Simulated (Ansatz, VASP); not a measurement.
## Li4F: VASP beside Ansatz

INCAR

```
PREC     = Accurate       # precision mode
ENCUT    = 910            # plane-wave cutoff, eV
EDIFF    = 1E-7           # SCF threshold, eV
ISMEAR   = 0              # smearing method
SIGMA    = 0.1            # smearing width, eV
LREAL    = False          # projectors in reciprocal space
LASPH    = True           # aspherical terms in the spheres
NELM     = 120            # most SCF steps
ALGO     = Normal         # electronic algorithm
ISIF     = 3              # what is computed and relaxed
LWAVE    = False          # write WAVECAR
LCHARG   = False          # write CHGCAR
GGA      = PE             # functional
IBRION   = 2              # ionic algorithm
NSW      = 90             # ionic steps
EDIFFG   = -0.04          # ionic threshold
GGA_COMPAT= False        
NELMIN   = 4
```

The input KPOINTS:

```
regular mesh
0
Gamma
  6 6 6
```

Contents of POSCAR:

```
Li4F
1.0
   -1.9134330400      1.9134330400      3.6178163400
    1.9134330400     -1.9134330400      3.6178163400
    1.9134330400      1.9134330400     -3.6178163400
Li F
4 1
Direct
    0.2450000000      0.2450000000      0.0000000000
    0.7550000000      0.7550000000      0.0000000000
    0.5000000000      0.0000000000      0.5000000000
    0.0000000000      0.5000000000      0.5000000000
    0.0000000000      0.0000000000      0.0000000000
```

Input for Ansatz:

```yaml
crystal:
  lattice:
    - [-1.91343304, 1.91343304, 3.61781634]
    - [1.91343304, -1.91343304, 3.61781634]
    - [1.91343304, 1.91343304, -3.61781634]
  atoms:
    - { symbol: Li, position: [0.245, 0.245, 0.0] }
    - { symbol: Li, position: [0.755, 0.755, 0.0] }
    - { symbol: Li, position: [0.5, 0.0, 0.5] }
    - { symbol: Li, position: [0.0, 0.5, 0.5] }
    - { symbol: F, position: [0.0, 0.0, 0.0] }
basis:
  ecutwfc: 420
kpoints:
  mp_grid: { grid: [6, 6, 6] }
hamiltonian:
  xc: pbe
scf:
  occupations: { method: gaussian, width: 0.1 }
  lower_state_search: "off"
output:
  forces: true
  stress: true
  eigenvalues: true
relax:
  adjacent_minimum: "off"
  f_tol: 0.04
  max_steps: 70
  cell: { stress_tol: 0.4 }
```

Change from the starting cell: species swapped into the PbF4 type (I4/mmm, No. 139).

Alike in both runs: task relaxation of cell and atoms; functional PBE; k mesh 6 × 6 × 6; occupations gaussian, width 0.1 eV; no spin polarisation.

|  | VASP | Ansatz |
| --- | --- | --- |
| version | VASP 6.6.1 | Ansatz 0.2.0 |
| potentials or method | VASP PAW PBE potentials, release 64 (Li_sv, F_h), cutoff 910 eV | scalar-relativistic, plane waves, PAW |
| valence electrons in the cell | 19 | 19 |

|  | VASP | Ansatz | Ansatz less VASP |
| --- | --- | --- | --- |
| gap on the k mesh at the Fermi level, each at its own relaxed structure (eV) | none | none | - |
| relaxed volume (Å³/atom) | 14.12 | 15.69 | +1.565 |
| relaxed length of the cell vector where the two differ most in proportion (Å) | 5.105 | 5.387 | +0.2823 |

A gap of «none» marks a metal or a gap that the smearing closes. One of these differences is far larger than is usual between the two programs; its cause wasn't traced.

The k mesh is coarse, so the values compare programs but aren't converged. Noted on VASP's run: the cutoff is under 1.25 times that of the potentials, so the pressure is a little rough; the volume moved by over 15 % at a fixed basis, so the end points are rough.
